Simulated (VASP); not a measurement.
Sr8YZr6O24 (a cell with a defect), 39 atoms in the cell. The cell holds a defect, 39 atoms: a = 8.260 Å, b = 8.260 Å, c = 8.260 Å, α = 90.00°, β = 90.00°, γ = 90.00°. 

* Program: VASP 6.6.1
* Task: single point
* Functional: PBEsol
* Potentials or basis: VASP PAW PBE potentials, release 64 (Sr_sv, Y_sv, Zr_sv, O)
* Cutoff: 520 eV
* k mesh: 1 × 1 × 1, shifted
* Occupations: fermi-dirac, width 0.05 eV
* Spin: collinear spin
* Fixed moment: 1 μB
* Dipole correction: no
* Further INCAR settings: LREAL = Auto; ALGO = Normal; EDIFF = 1e-06; NBANDS = 182; ISYM = -1

Potentials or basis: VASP PAW PBE potentials, release 64 (Sr_sv, Y_sv, Zr_sv, O).

Run with:

```console
$ cat potpaw_PBE.64/Sr_sv/POTCAR potpaw_PBE.64/Y_sv/POTCAR potpaw_PBE.64/Zr_sv/POTCAR potpaw_PBE.64/O/POTCAR > POTCAR
$ mpirun -np 1 vasp_std > vasp.out
```

Hardware: 1 thread of Intel(R) Xeon(R) 6975P-C (Granite Rapids), with other jobs on the host.

How long does it take, and how much memory?

It took 7 min on 1 thread of Intel(R) Xeon(R) 6975P-C (Granite Rapids), on a shared host, peak memory 0.88 GiB. Counts: scf iterations 31, k points 1.
